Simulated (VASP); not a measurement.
# Al (P1) in VASP: notebook

The runs below take Al through single point, with PBEsol.

Program: VASP 6.6.1. These are calculated values, not measurements. Logs are shortened: lines on timing, memory, paths and dates and some standing lists are left out, and cuts for length are marked.

**1. The cell of the first run**

The typed cell holds 8 atoms: a = 2.836 Å, b = 2.836 Å, c = 18.679 Å, α = 88.26°, β = 86.52°, γ = 60.00°.

**2. Single point, PBEsol (the part above a cut slid along it)**

The input, INCAR:

```
PREC = Accurate
ENCUT = 520
EDIFF = 1E-6
ISMEAR = 0
SIGMA = 0.15
LREAL = False
LASPH = True
NELM = 100
ALGO = Fast
ISIF = 2
LWAVE = False
LCHARG = False
GGA = PS
NBANDS = 22
```

The input, KPOINTS:

```
regular mesh
0
Gamma
  19 19 3
```

The input, POSCAR:

```
Al
1.0
   -2.8362844918      0.0000000000      0.0000000000
   -1.4181422459     -2.4562944223      0.0000000000
   -1.1345137967      0.0000000000     18.6442989101
Al
8
Direct
   -0.0750000000      0.0000000000      0.1875000000
   -0.2750000000      0.0000000000      0.6875000000
    0.0083333333      0.3333333333      0.8125000000
    0.2083333333      0.3333333333      0.3125000000
   -0.3750000000      0.0000000000      0.9375000000
   -0.1750000000      0.0000000000      0.4375000000
    0.6416666667      0.6666666667      0.0625000000
    0.4416666667      0.6666666667      0.5625000000
```

Potentials or basis: VASP PAW PBE potentials, release 64 (Al).

Launch:

```sh
$ cat potpaw_PBE.64/Al/POTCAR > POTCAR
$ mpirun -np 1 vasp_std > vasp.out
```

OUTCAR:

```text
PREC = Accurate
   ENCUT = 520
   EDIFF = 1E-6
   ISMEAR = 0
   LREAL = False
   LASPH = True
   NELM = 100
   ISIF = 2
   GGA = PS

 ion  position               nearest neighbor table
   1  0.925  0.000  0.188-   4 2.85   7 2.85   7 2.85   4 2.85   4 2.85   7 2.85
   2  0.725  0.000  0.688-   3 2.85   8 2.85   8 2.85   3 2.85   3 2.85   8 2.85
   3  0.008  0.333  0.812-   2 2.85   5 2.85   5 2.85   2 2.85   2 2.85   5 2.85
   4  0.208  0.333  0.312-   1 2.85   6 2.85   6 2.85   1 2.85   1 2.85   6 2.85
   5  0.625  0.000  0.938-   7 2.49   3 2.85   3 2.85   3 2.85   7 3.07   7 3.32
   6  0.825  0.000  0.438-   4 2.85   8 2.85   8 2.85   4 2.85   4 2.85   8 2.85
   7  0.642  0.667  0.062-   5 2.49   1 2.85   1 2.85   1 2.85   5 3.07   5 3.32
   8  0.442  0.667  0.562-   2 2.85   6 2.85   6 2.85   2 2.85   2 2.85   6 2.85

  LATTYP: Found a base centered monoclinic cell.
 ALAT       =     2.8362844918
 B/A-ratio  =     1.7320508076
 C/A-ratio  =     6.5856527800
 COS(beta)  =    -0.0607380944

  Lattice vectors:

 A1 = (   1.4181422459,  -2.4562944223,   0.0000000000)
 A2 = (   1.4181422459,   2.4562944223,   0.0000000000)
 A3 = (  -1.1345137967,   0.0000000000,  18.6442989101)

Analysis of symmetry for initial positions (statically):
=====================================================================
 Subroutine PRICEL returns:
 Original cell was already a primitive cell.

 Routine SETGRP: Setting up the symmetry group for a
 base centered monoclinic supercell.

 Subroutine GETGRP returns: Found  1 space group operations
 (whereof  1 operations were pure point group operations)
 out of a pool of  4 trial point group operations.

The static configuration has the point symmetry C_1 .

Analysis of symmetry for dynamics (positions and initial velocities):
=====================================================================
 Subroutine PRICEL returns:
 Original cell was already a primitive cell.

 Routine SETGRP: Setting up the symmetry group for a
 base centered monoclinic supercell.

 Subroutine GETGRP returns: Found  1 space group operations
 (whereof  1 operations were pure point group operations)
 out of a pool of  4 trial point group operations.

The dynamic configuration has the point symmetry C_1 .

 Subroutine INISYM returns: Found  1 space group operations
 (whereof  1 operations are pure point group operations),
 and found     1 'primitive' translations

----------------------------------------------------------------------------------------

                                     Primitive cell

  volume of cell :     129.8902

  direct lattice vectors                    reciprocal lattice vectors
    -2.836284492  0.000000000  0.000000000    -0.352573941  0.203558660 -0.021454280
    -1.418142246 -2.456294422  0.000000000     0.000000000 -0.407117319  0.000000000
    -1.134513797  0.000000000 18.644298910     0.000000000  0.000000000  0.053635699

  length of vectors
     2.836284492  2.836284492 18.678784848     0.407682226  0.407117319  0.053635699

  position of ions in fractional coordinates (direct lattice)
     0.925000000  0.000000000  0.187500000
     0.725000000  0.000000000  0.687500000
     0.008333333  0.333333333  0.812500000
     0.208333333  0.333333333  0.312500000
     0.625000000  0.000000000  0.937500000
     0.825000000  0.000000000  0.437500000
     0.641666667  0.666666667  0.062500000
     0.441666667  0.666666667  0.562500000

  ion indices of the primitive-cell ions
   primitive index   ion index
                 1           1
                 2           2
                 3           3
                 4           4
                 5           5
                 6           6
                 7           7
                 8           8

----------------------------------------------------------------------------------------

 KPOINTS: regular mesh

Automatic generation of k-mesh.
 Grid dimensions read from file:
 generate k-points for:   19   19    3

 Generating k-lattice:

  Cartesian coordinates                     Fractional coordinates (reciprocal lattice)
    -0.018556523  0.010713614 -0.001129173     0.052631579  0.000000000 -0.000000000
     0.000000000 -0.021427227  0.000000000     0.000000000  0.052631579  0.000000000
     0.000000000  0.000000000  0.017878566     0.000000000  0.000000000  0.333333333

  Length of vectors
     0.021456959  0.021427227  0.017878566

  Shift w.r.t. Gamma in fractional coordinates (k-lattice)
     0.000000000  0.000000000  0.000000000

 Subroutine IBZKPT returns following result:
 ===========================================

 Found    542 irreducible k-points:

 Following reciprocal coordinates:
            Coordinates               Weight
  0.000000  0.000000  0.000000      1.000000
  0.052632  0.000000  0.000000      2.000000
 -0.052632 -0.052632 -0.000000      2.000000
  0.105263  0.000000  0.000000      2.000000
 -0.105263 -0.105263 -0.000000      2.000000
  0.157895  0.000000  0.000000      2.000000
[... 16 lines left out ...]
 -0.157895 -0.105263 -0.000000      2.000000
  0.210526  0.052632 -0.000000      2.000000
 [... further k-points ...]
   k-points           NKPTS =    542   k-points in BZ     NKDIM =    542   number of bands    NBANDS=     22
   number of dos      NEDOS =    301   number of ions     NIONS =      8
   total plane-waves  NPLWV =  80640
   dimension x,y,z NGX =    24 NGY =   24 NGZ =  140
   dimension x,y,z NGXF=    48 NGYF=   48 NGZF=  280
   ions per type =               8
   NGX,Y,Z   is equivalent  to a cutoff of  14.07, 14.07, 12.46 a.u.
   NGXF,Y,Z  is equivalent  to a cutoff of  28.13, 28.13, 24.92 a.u.
 SYSTEM =  unknown system
   PREC   = accura    normal or accurate (medium, high low for compatibility)
   ISTART =      0    job   : 0-new  1-cont  2-samecut
   ICHARG =      2    charge: 1-file 2-atom 10-const
   ISPIN  =      1    spin polarized calculation?
   LNONCOLLINEAR =      F non collinear calculations
   LSORBIT =      F    spin-orbit coupling
   LASPH  =      T    aspherical Exc in radial PAW
   ENCUT  =  520.0 eV  38.22 Ry    6.18 a.u.   5.27  5.27 34.73*2*pi/ulx,y,z
   NELM   =    100;   NELMIN=  2; NELMDL= -5     # of ELM steps
   EDIFF  = 0.1E-05   stopping-criterion for ELM
   LREAL  =      F    real-space projection
   EDIFFG = 0.1E-04   stopping-criterion for IOM
   NSW    =      0    number of steps for IOM
   IBRION =     -1    ionic relax: 0-MD 1-quasi-New 2-CG
   NFREE  =      0    steps in history (QN), initial steepest desc. (CG)
   ISIF   =      2    stress and relaxation
   ISYM   =      2    0-nonsym 1-usesym 2-fastsym
   POTIM  = 0.5000    time-step for ionic-motion
   TEBEG  =    0.0;   TEEND  =   0.0 temperature during run
   PSTRESS=    0.0 pullay stress
   NELECT =      24.0000    total number of electrons
   NUPDOWN=      -1.0000    fix difference up-down
   EMIN   =  10.00;   EMAX   =-10.00  energy-range for DOS
   EFERMI =   0.00;   METHOD = LEGACY
   ISMEAR =     0;   SIGMA  =   0.15  broadening in eV -4-tet -1-fermi 0-gaus
   EFERMI_NEDOS =   21; number of points for ismear=-14 and -15
   IALGO  =     68    algorithm
   IMIX   =      4    mixing-type and parameters
     AMIX     =   0.40;   BMIX     =  1.00
     AMIX_MAG =   1.60;   BMIX_MAG =  1.00
  volume/ion in A,a.u.               =      16.24       109.57
  Fermi-wavevector in a.u.,A,eV,Ry     =   0.932438  1.762052 11.829450  0.869440
  Thomas-Fermi vector in A             =   2.059035
   LORBIT       =      0    0 simple, 1 ext, 2 COOP (PROOUT), +10 PAW based schemes
   GGA     = PS    functional components
   LHFCALC =     F    Hartree Fock is set to
   AEXX    =    0.0000 exact exchange contribution
   IVDW    =     0    specifies the selected vdW correction
   LEPSILON=     F    determine dielectric tensor
   LRPA    =     F    only Hartree local field effects (RPA)
 non-spin polarized calculation
 RMM-DIIS sequential band-by-band and
 Gauss-broadening in eV      SIGMA  =   0.15
  energy-cutoff  :      520.00
  volume of cell :      129.89
 maximum number of plane-waves:      3527
 NGX is ok and might be reduce to    24
   NGX = 11   NGY = 11   NGZ = 69

 number of electron      24.0000000 magnetization

 Free energy of the ion-electron system (eV)
  ---------------------------------------------------
  ext. energy  EPLUGINS =         0.00000000
  ---------------------------------------------------
  free energy    TOTEN  =       -32.44664469 eV

  energy without entropy =      -32.40972930  energy(sigma->0) =      -32.42818699

 E-fermi :   8.0991     XC(G=0): -10.3140

 val. band max:        8.0988014214   @ k =   0.4737  -0.3158  -0.3333
 cond. band min:       8.0998867465   @ k =   0.3684  -0.3684   0.3333
 fundamental gap:      0.0010853251
 Fermi energy:         8.0991057640

 k-point     1 :       0.0000    0.0000    0.0000
  band No.  band energies     occupation
      1      -3.1271      2.00000
      2      -2.7100      2.00000
      3      -2.6922      2.00000
      4      -1.4383      2.00000
      5      -1.4293      2.00000
      6       0.6525      2.00000
[... 14 lines left out ...]
     21      19.2554      0.00000
     22      19.3018      0.00000

 k-point     2 :       0.0526    0.0000    0.0000
  band No.  band energies     occupation
      1      -3.0590      2.00000
      2      -2.6532      2.00000
      3      -2.6133      2.00000
      4      -1.4023      2.00000
      5      -1.3309      2.00000
      6       0.6667      2.00000
[... 14 lines left out ...]
     21      18.3920      0.00000
     22      18.5757      0.00000
[... 523 lines left out ...]
     21      16.2714      0.00000
     22      16.5551      0.00000

 k-point    24 :       0.2105    0.0526   -0.0000
  band No.  band energies     occupation
      1      -2.2439      2.00000
      2      -1.8921      2.00000
      3      -1.7491      2.00000
      4      -0.7022      2.00000
      5      -0.4207      2.00000
      6       1.3034      2.00000
[... 14 lines left out ...]
     21      15.0587      0.00000
     22      15.6998      0.00000

 [... further k-points ...]

------------------------ aborting loop because EDIFF is reached ----------------------------------------

  FORCE on cell =-STRESS in cart. coord.  units (eV):
  Direction    XX          YY          ZZ          XY          YZ          ZX
  --------------------------------------------------------------------------------------
  -------------------------------------------------------------------------------------
  Total        0.1169256      0.2941523      1.9708820      0.0727272      1.0209593      0.4678453
  in kB        1.4422612      3.6283288     24.3105583      0.8970795     12.5933930      5.7708077
  external PRESSURE =       9.7937161 kB  Pullay stress =       0.0000000 kB

 VOLUME and BASIS-vectors are now :
 -----------------------------------------------------------------------------
  energy-cutoff  :      520.00
  volume of cell :      129.89
      direct lattice vectors                 reciprocal lattice vectors
    -2.836284492  0.000000000  0.000000000    -0.352573941  0.203558660 -0.021454280
    -1.418142246 -2.456294422  0.000000000     0.000000000 -0.407117319  0.000000000
    -1.134513797  0.000000000 18.644298910     0.000000000  0.000000000  0.053635699

 POSITION                                       TOTAL-FORCE (eV/Angst)
 -----------------------------------------------------------------------------------
     -2.83628      0.00000      3.49581        -0.018972      0.015297     -0.057799
     -2.83628      0.00000     12.81796        -0.003330     -0.013670      0.000314
     -1.41814     -0.81876     15.14849        -0.014784      0.030387     -0.017638
     -1.41814     -0.81876      5.82634         0.000865     -0.012345      0.010689
     -2.83628      0.00000     17.47903        -0.137923     -0.480133     -0.778621
     -2.83628      0.00000      8.15688        -0.002089     -0.000613      0.010362
     -2.83628     -1.63753      1.16527         0.174961      0.461846      0.838168
     -2.83628     -1.63753     10.48742         0.001271     -0.000769     -0.005474
 -----------------------------------------------------------------------------------
    total drift:                               -0.000001     -0.000007     -0.000008

  FREE ENERGIE OF THE ION-ELECTRON SYSTEM (eV)
  ---------------------------------------------------
  free  energy   TOTEN  =       -32.4466446860 eV

  energy  without entropy=      -32.4097292953  energy(sigma->0) =      -32.42818699
```

It took 47 min on 1 thread of Oxide Virtual Turin-like, shared host; peak memory 1 GiB.

What came out:

```yaml
Free_energy: -32.4466 eV
Pressure: 1.0 GPa
Largest_force: 0.973 eV/Å
Band_gap_on_the_k_mesh: zero (bands 12 and 13 overlap by 5.60 eV)
```

Forces on the atoms (eV/Å):
```
Al  -0.019  0.015 -0.058
Al  -0.003 -0.014  0.000
Al  -0.015  0.030 -0.018
Al   0.001 -0.012  0.011
Al  -0.138 -0.480 -0.779
Al  -0.002 -0.001  0.010
Al   0.175  0.462  0.838
Al   0.001 -0.001 -0.005
```

Stress tensor (GPa, compression positive):
```
0.14 0.09 0.58
0.09 0.36 1.26
0.58 1.26 2.43
```

Caveat: the cell differs from its parent crystal (the part above a cut slid along it); the PAW data sets were made with another functional, which shifts forces and pressure a little.

**3. Single point, PBEsol (the part above a cut slid along it)**

The input, INCAR:

```
ALGO = Fast ; EDIFF = 1E-6
ENCUT = 520 ; GGA = PS
ISIF = 2 ; ISMEAR = 0
LASPH = T ; LCHARG = F
LREAL = F ; LWAVE = F
NBANDS = 22 ; NELM = 60
PREC = Accurate ; SIGMA = 0.15
```

The input, KPOINTS:

```
k-points
0
Gamma
  19 19 3
```

The input, POSCAR:

```
Al
1.0
   -2.8362844918      0.0000000000      0.0000000000
   -1.4181422459     -2.4562944223      0.0000000000
   -0.8508853475      0.0000000000     18.6442989101
Al
8
Direct
   -0.0562500000      0.0000000000      0.1875000000
   -0.2062500000      0.0000000000      0.6875000000
    0.0895833333      0.3333333333      0.8125000000
    0.2395833333      0.3333333333      0.3125000000
   -0.2812500000      0.0000000000      0.9375000000
   -0.1312500000      0.0000000000      0.4375000000
    0.6479166667      0.6666666667      0.0625000000
    0.4979166667      0.6666666667      0.5625000000
```

Potentials or basis: VASP PAW PBE potentials, release 64 (Al).

Launch:

```sh
$ cat potpaw_PBE.64/Al/POTCAR > POTCAR
$ mpirun -np 1 vasp_std > vasp.out
```

Run time: 50 min. Hardware: 1 thread of Oxide Virtual Turin-like, shared host; peak memory 1 GiB.

Results (log left out):

```
Free energy            : -32.5069 eV
Pressure               : 0.7 GPa
Largest force          : 0.732 eV/Å
Band gap on the k mesh : zero (bands 12 and 13 overlap by 5.53 eV)
```

Forces in eV/Å, atoms in the order of the input:
```
Al  -0.032  0.011 -0.044
Al  -0.006 -0.011  0.001
Al  -0.026  0.021 -0.014
Al   0.003 -0.009  0.009
Al  -0.214 -0.340 -0.549
Al  -0.002  0.000  0.007
Al   0.275  0.329  0.594
Al   0.001 -0.001 -0.004
```

Stress tensor (GPa, compression positive):
```
0.12 0.12 0.80
0.12 0.24 0.92
0.80 0.92 1.82
```

Levels at points of the mesh, in eV from the Fermi level:
| k point | band 9 | band 10 | band 11 | band 12 | band 13 | band 14 | band 15 | band 16 |
| --- | --- | --- | --- | --- | --- | --- | --- | --- |
| (0.00, 0.00, 0.00) | -4.46 | -0.96 | -0.94 | 3.32 | 3.37 | 8.12 | 8.23 | 10.90 |

Caveat: the cell differs from its parent crystal (the part above a cut slid along it); the PAW data sets were made with another functional, which shifts forces and pressure a little.
